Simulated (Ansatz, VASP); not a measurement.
Two plane-wave programs on Ta2SiOF2

```xyz
6
Lattice="2.6487 -4.5072 0.0000 2.6487 4.5072 0.0000 0.0000 0.0000 3.7666" Properties=species:S:1:pos:R:3 pbc="T T T"
Ta    1.3244   -2.2536    1.8833
Ta    1.3244    2.2536    1.8833
Si    2.6487    0.0000    1.8833
O     0.0000    0.0000    0.0000
F     2.6487   -2.0388    0.0000
F     2.6487    2.0388    0.0000
```

Change from the starting cell: species swapped into the CeAlCu2Ni2 type (Cmmm, No. 65).

Alike in both runs: functional PBE; k mesh 4 × 4 × 4; occupations gaussian, width 0.1 eV; no spin polarisation.

Ansatz relaxed the structure, and its values are those at the end. VASP's run is a single point on that final structure, the one shown.

|  | VASP | Ansatz |
| --- | --- | --- |
| version | VASP 6.6.1 | Ansatz 0.2.0 |
| potentials or method | VASP PAW PBE potentials, release 64 (Ta_pv, Si, O, F), cutoff 520 eV | scalar-relativistic, plane waves, PAW |
| valence electrons in the cell | 46 | 50 |

Ansatz gave:

| Item | Value |
| --- | --- |
| gap on the k mesh at the Fermi level (eV) | none |
| pressure (GPa) | 0.2 |
| rms of the force components (eV/Å) | 0.011 |

Estimate VASP's values.

gap on the k mesh at the Fermi level (eV): none; pressure (GPa): 0.3; rms of the force components (eV/Å): 0.009.

A gap of «none» marks a metal or a gap that the smearing closes. With one functional, cell and mesh, what is left measures potentials, basis and numerics. VASP's potentials hold 46 valence electrons a cell and Ansatz's 50, so a difference there can come from the potentials and not from the codes.

The k mesh is coarse, so the values compare programs but aren't converged. Neither program's run includes spin-orbit coupling.
